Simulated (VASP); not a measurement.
Input of a VASP 6.6.1 run:

The input INCAR:

```
SYSTEM = Ir
PREC = Accurate ; ENCUT = 520
EDIFF = 1E-6 ; ISMEAR = 0
SIGMA = 0.05 ; LREAL = .False.
LASPH = .True. ; NELM = 100
ALGO = Normal ; ISIF = 2
LWAVE = .False. ; LCHARG = .False.
GGA = PE ; NBANDS = 10
```

The input KPOINTS:

```
Automatic mesh
0
Gamma
  18 18 18
  0 0 0
```

Contents of POSCAR:

```
Ir
1.0
    0.0000000000      1.9566662725      1.9566662725
    1.9566662725      0.0000000000      1.9566662725
    1.9566662725      1.9566662725      0.0000000000
Ir
1
Direct
    0.0000000000      0.0000000000      0.0000000000
```

Potentials or basis: VASP PAW PBE potentials, release 64 (Ir).

Run with:

```console
$ cat potpaw_PBE.64/Ir/POTCAR > POTCAR
$ mpirun -np 1 vasp_std > vasp.out
```

What does it give for the pressure?

-10.2 GPa.

Estimate the band gap on the k mesh.

zero (an odd number of electrons rules out a gap without spin polarisation).

Caveat: the cell stands under tension; spin-orbit coupling is left out, which moves the levels of the heavy elements.
